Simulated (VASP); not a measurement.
Write the native input for VASP 6.6.1 that does the following.

* Task: relaxation of cell and atoms
* Functional: PBEsol
* Potentials or basis: VASP PAW PBE potentials, release 64 (C)
* Cutoff: 600 eV
* k mesh: 6 × 6 × 6
* Occupations: gaussian, width 0.1 eV
* Spin: no spin polarisation
* Dipole correction: no
* Further INCAR settings: ALGO = Normal; EDIFF = 1e-06; IBRION = 2; EDIFFG = -0.04; NSW = 90; ISIF = 3

The structure of C lies in POSCAR:

```
C
1.0
    2.8676954686      1.6556647507      4.8905740518
   -2.8676954686      1.6556647507      4.8905740518
    0.0000000000     -3.3113295014      4.8905740518
C
12
Direct
    0.0101900000      0.6536100000      0.0101900000
    0.0101900000      0.0101900000      0.6536100000
    0.6536100000      0.0101900000      0.0101900000
    0.9898100000      0.3463900000      0.9898100000
    0.3463900000      0.9898100000      0.9898100000
    0.9898100000      0.9898100000      0.3463900000
    0.2211800000      0.6306000000      0.2211800000
    0.2211800000      0.2211800000      0.6306000000
    0.6306000000      0.2211800000      0.2211800000
    0.7788200000      0.3694000000      0.7788200000
    0.3694000000      0.7788200000      0.7788200000
    0.7788200000      0.7788200000      0.3694000000
```

One way to write it, as run:

INCAR

```
SYSTEM = C
PREC     = Accurate       ! precision mode
ENCUT    = 600            ! plane-wave cutoff, eV
EDIFF    = 1E-6           ! SCF threshold, eV
ISMEAR   = 0              ! smearing method
SIGMA    = 0.1            ! smearing width, eV
LREAL    = .False.        ! projectors in reciprocal space
LASPH    = .True.         ! aspherical terms in the spheres
NELM     = 100            ! most SCF steps
ALGO     = Normal         ! electronic algorithm
ISIF     = 3              ! what is computed and relaxed
LWAVE    = .False.        ! write WAVECAR
LCHARG   = .False.        ! write CHGCAR
GGA      = PS             ! functional
IBRION   = 2              ! ionic algorithm
NSW      = 90             ! ionic steps
EDIFFG   = -0.04          ! ionic threshold
```

KPOINTS

```
Automatic mesh
0
Gamma
  6 6 6
  0 0 0
```

Potentials or basis: VASP PAW PBE potentials, release 64 (C).

Run with:

```bash
$ cat potpaw_PBE.64/C/POTCAR > POTCAR
$ mpirun -np 1 vasp_std > vasp.out
```

It gave:

```
Relaxed volume                         : 11.67 Å³/atom
Relaxed cell                           : a = 6.859 Å, b = 6.859 Å, c = 6.859 Å, α = 43.76°, β = 43.76°, γ = 43.76°
Space group after relaxing (to 0.05 Å) : R-3m (No. 166)
Energy gained by relaxing              : 2505.3 meV/atom
Ionic steps                            : 35
Pressure after relaxing                : 0.2 GPa
Largest force after relaxing           : 0.039 eV/Å
Band gap on the k mesh                 : zero (band 24 reaches 1.67 eV, above the bottom of band 25 at 1.58 eV)
```

Caveat: the PAW data sets were made with another functional, which shifts forces and pressure a little.

It took 91 min on 1 thread of AMD EPYC 7R43 64-Core Processor (Zen 3), with other jobs on the host, peak memory 0.33 GiB.
